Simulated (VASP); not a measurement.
Write the native input for VASP 6.6.1 that does the following.

```yaml
Task: single point
Functional: PBE
Potentials_or_basis: VASP PAW PBE potentials, release 64 (Ni)
Cutoff: 520 eV
k_mesh: 21 × 21 × 21
Occupations: fermi-dirac, width 0.05 eV
Spin: collinear spin, ferromagnetic start
Starting_moments: "[1.0] μB"
Dipole_correction: no
Further_INCAR_settings: ALGO = Normal; EDIFF = 1e-07; NBANDS = 15
```

The structure of Ni lies in POSCAR:

```
Ni
1.0
    0.0000000000      1.7593078052      1.7593078052
    1.7593078052      0.0000000000      1.7593078052
    1.7593078052      1.7593078052      0.0000000000
Ni
1
Direct
    0.0000000000      0.0000000000      0.0000000000
```

The input as run:

INCAR

```
  ALGO = Normal
  EDIFF = 1E-7
  ENCUT = 520
  GGA = PE
  ISIF = 2
  ISMEAR = -1
  ISPIN = 2
  LASPH = True
  LCHARG = False
  LMAXMIX = 4
  LORBIT = 11
  LREAL = False
  LWAVE = False
  MAGMOM = 1
  NBANDS = 15
  NELM = 150
  PREC = Accurate
  SIGMA = 0.05
```

KPOINTS

```
k-points
0
Gamma
  21 21 21
```

Potentials or basis: VASP PAW PBE potentials, release 64 (Ni).

Command:

```console
$ cat potpaw_PBE.64/Ni/POTCAR > POTCAR
$ mpirun -np 1 vasp_std > vasp.out
```

Results of the run:

```json
{"Pressure": "-0.1 GPa", "Net moment": "0.61 μB per cell", "Site moments": "Ni +0.62 μB", "Valence electrons inside the program's atomic spheres": "Ni 9.31"}
```

Wall time 45 s on 1 thread of Intel(R) Xeon(R) 6975P-C (Granite Rapids), with other jobs on the host, peak memory 0.18 GiB.
